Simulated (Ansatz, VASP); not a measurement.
# Eu in VASP and in Ansatz

The input INCAR:

```
  PREC = Accurate
  ENCUT = 600
  EDIFF = 1E-6
  ISMEAR = -1
  SIGMA = 0.1
  LREAL = F
  LASPH = T
  NELM = 150
  ALGO = Normal
  ISIF = 3
  LWAVE = F
  LCHARG = F
  ISPIN = 2
  MAGMOM = 7
  LORBIT = 11
  LMAXMIX = 6
  GGA = CA
  IBRION = 2
  NSW = 60
  EDIFFG = -0.005
```

The input KPOINTS:

```
regular mesh
0
Gamma
  13 13 13
```

POSCAR

```
Eu
1.0
    0.0000000000      2.5884099501      2.5884099501
    2.5884099501      0.0000000000      2.5884099501
    2.5884099501      2.5884099501      0.0000000000
Eu
1
Direct
    0.0000000000      0.0000000000      0.0000000000
```

Input for Ansatz:

```yaml
crystal:
  lattice:
    - [0.0, 2.5884099501, 2.5884099501]
    - [2.5884099501, 0.0, 2.5884099501]
    - [2.5884099501, 2.5884099501, 0.0]
  atoms:
    - { symbol: Eu, position: [0.0, 0.0, 0.0], spin: 7.0 }
magnetization:
  spin_polarized: true
kpoints:
  mp_grid: { grid: [13, 13, 13] }
scf:
  occupations: { method: fermi_dirac, width: 0.1 }
hamiltonian:
  xc: lda
  pseudopotentials: { kind: paw }
output:
  forces: true
  stress: true
relax:
  f_tol: 0.005
  max_steps: 40
  cell: {}
```

Alike in both runs: task relaxation of cell and atoms; functional LDA; k mesh 13 × 13 × 13; occupations fermi-dirac, width 0.1 eV; collinear spin.

|  | VASP | Ansatz |
| --- | --- | --- |
| version | VASP 6.6.1 | Ansatz 0.2.0 |
| potentials or method | VASP PAW PBE potentials, release 64 (Eu) | PAW with Ansatz's default frozen-core files, scalar-relativistic |
| plane-wave cutoff (eV) | 600 | 420 |
| valence electrons in the cell | 17 | 17 |

VASP gave:

| Quantity | Value |
| --- | --- |
| net moment per atom (μB) | 7.31 |
| size of the moment on the site where the two differ most (μB) | 6.69 |
| relaxed volume (Å³/atom) | 34.20 |
| relaxed length of the cell vector where the two differ most in proportion (Å) | 3.643 |

Q: What did Ansatz give for the same quantities?

A: net moment per atom (μB): 7.37; size of the moment on the site where the two differ most (μB): 7.07; relaxed volume (Å³/atom): 34.68; relaxed length of the cell vector where the two differ most in proportion (Å): 3.661.

VASP's potentials were made for PBE, not for LDA. LDA's correlation is that of Perdew and Zunger in VASP and of Perdew and Wang (1992) in Ansatz. Site moments also hang on the region over which each program counts them.

Spin-orbit coupling is off throughout.
